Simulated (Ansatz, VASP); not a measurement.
**One calculation of Ge, two programs**

```
Ge
1.0
     1.48805   -2.59469    0.00000
     1.48805    2.59469    0.00000
     0.00000    0.00000    4.72760
Ge
2
Direct
  0.33345 0.66655 0.25000
  0.66655 0.33345 0.75000
```

Alike in both runs: task relaxation of cell and atoms; functional revPBE; k mesh 10 × 10 × 6; occupations fermi-dirac, width 0.05 eV; no spin polarisation.

```csv
,VASP,Ansatz
version,VASP 6.6.1,Ansatz 0.2.0
potentials or method,"VASP PAW PBE potentials, release 64 (Ge_d)",Ansatz PAW
plane-wave cutoff (eV),600,420
valence electrons in the cell,28,28
```

VASP gave:

| Item | Value |
| --- | --- |
| gap on the k mesh at the Fermi level, each at its own relaxed structure (eV) | none |
| relaxed volume (Å³/atom) | 19.64 |
| relaxed length of the cell vector where the two differ most in proportion (Å) | 3.045 |

**Question.** Which values does Ansatz return?

**Answer.** gap on the k mesh at the Fermi level, each at its own relaxed structure (eV): none; relaxed volume (Å³/atom): 19.63; relaxed length of the cell vector where the two differ most in proportion (Å): 3.049.

VASP's potentials were made for PBE, not for revPBE. A gap of «none» marks a metal or a gap that the smearing closes.

Noted on Ansatz's run: the plane-wave basis is chosen anew once the cell has moved, so the energies of steps on either side of that aren't comparable.
